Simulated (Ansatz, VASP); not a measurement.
InP: VASP beside Ansatz

INCAR

```
PREC = Accurate
ENCUT = 500
EDIFF = 1E-6
ISMEAR = -1
SIGMA = 0.01
LREAL = False
LASPH = True
NELM = 120
ALGO = Normal
ISIF = 2
LWAVE = False
LCHARG = True
GGA = PE
LELF = True
LVHAR = True
NBANDS = 16
GGA_COMPAT = False
```

The input KPOINTS:

```
Automatic mesh
0
Gamma
  6 6 6
```

File POSCAR:

```
InP
1.0
    0.0000000000      2.9541317352      2.9541317352
    2.9541317352      0.0000000000      2.9541317352
    2.9541317352      2.9541317352      0.0000000000
In P
1 1
Direct
    0.0000000000      0.0000000000      0.0000000000
    0.7499999999      0.7499999999      0.7499999999
```

Input for Ansatz:

```yaml
crystal:
  lattice:
    - [0.0, 2.9541317352, 2.9541317352]
    - [2.9541317352, 0.0, 2.9541317352]
    - [2.9541317352, 2.9541317352, 0.0]
  atoms:
    - { symbol: In, position: [0.0, 0.0, 0.0] }
    - { symbol: P, position: [0.7499999999, 0.7499999999, 0.7499999999] }
basis:
  ecutwfc: 500.0
  ecutrho_ratio: 4
  xc_grid: 2
  precision: f64
hamiltonian:
  pseudopotentials: { kind: paw, azcp: { folder: soft_1 } }
  xc: pbe
scf:
  max_iter: 80
  occupations: { method: fermi_dirac, width: 0.01 }
kpoints:
  mp_grid: { grid: [6, 6, 6] }
  band_path: { path: [VBM, CBM], npoints: 1 }
checkpoint:
  write: "../edges0.r2scanh.run"
  compress: false
  write_wavefunctions: true
  write_every: 100000
```

Alike in both runs: task single point; functional PBE; k mesh 6 × 6 × 6; occupations fermi-dirac, width 0.01 eV; no spin polarisation.

```csv
,VASP,Ansatz
version,VASP 6.6.1,Ansatz 0.2.0
potentials or method,"VASP PAW PBE potentials, release 64 (In_d, P), cutoff 500 eV",plane-wave PAW DFT
valence electrons in the cell,18,18
```

```tsv
	VASP	Ansatz	Ansatz less VASP
gap on the k mesh at the Fermi level (eV)	0.58	0.58	+0.002
```

With one functional, cell and mesh, what is left measures potentials, basis and numerics.
